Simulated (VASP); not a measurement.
MgS, 2 atoms in the cell. The typed cell holds 2 atoms: a = 3.658 Å, b = 3.689 Å, c = 3.643 Å, α = 60.07°, β = 56.87°, γ = 60.42°.  This cell differs from its parent crystal: atoms moved at random and the cell strained at random.

```yaml
Program: VASP 6.6.1
Task: single point
Functional: PBEsol
Potentials_or_basis: VASP PAW PBE potentials, release 64 (Mg, S)
Cutoff: 520 eV
k_mesh: 8 × 8 × 8
Occupations: gaussian, width 0.02 eV
Spin: no spin polarisation
Dipole_correction: no
Further_INCAR_settings: ALGO = Normal; EDIFF = 1e-06; NBANDS = 11
```

Potentials or basis: VASP PAW PBE potentials, release 64 (Mg, S).

Command:

```sh
$ cat potpaw_PBE.64/Mg/POTCAR potpaw_PBE.64/S/POTCAR > POTCAR
$ mpirun -np 1 vasp_std > vasp.out
```

Hardware: 1 thread of Intel Xeon 8259CL (shared host).

Problem. Estimate the wall time of this run.

Solution. It took 2.6 min on 1 thread of Intel Xeon 8259CL, with other jobs on the host, peak memory 0.23 GiB. Counts: scf iterations 11, k points 260.
